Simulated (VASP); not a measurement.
GaP (zincblende type):

```
Ga P
1.0
     0.00000    2.71033    2.71033
     2.71033    0.00000    2.71033
     2.71033    2.71033    0.00000
Ga P
1 1
Direct
  0.00000 0.00000 0.00000
  0.25000 0.25000 0.25000
```

| Property | Result |
| --- | --- |
| Program | VASP 6.6.1 |
| Task | relaxation of cell and atoms |
| Functional | PBE |
| Potentials or basis | VASP PAW PBE potentials, release 64 (Ga_d, P) |
| Cutoff | 600 eV |
| k mesh | 12 × 12 × 12 |
| Occupations | fermi-dirac, width 0.1 eV |
| Spin | no spin polarisation |

At the start: pressure 3.9 GPa; volume 19.91 Å³/atom.

Question: Where does the relaxation end?

Answer: Over 3 steps the energy falls by 11.2 meV/atom and the volume is 20.86 Å³/atom (+4.8 %); space group F-43m (No. 216, to 0.1 Å) before and after.

Step by step:
| step | energy change (eV) | largest force (eV/Å) | pressure (GPa) | volume (Å³) |
| --- | --- | --- | --- | --- |
| 1 | 0.0000 | 0.0000 | 3.92 | 39.82 |
| 2 | -0.0173 | 0.0000 | -1.64 | 42.69 |
| 3 | -0.0224 | 0.0000 | 0.00 | 41.73 |

Final structure:
```
Ga P
1.0
     0.00000    2.75290    2.75290
     2.75290    0.00000    2.75290
     2.75290    2.75290    0.00000
Ga P
1 1
Direct
  0.00000 0.00000 0.00000
  0.25000 0.25000 0.25000
```
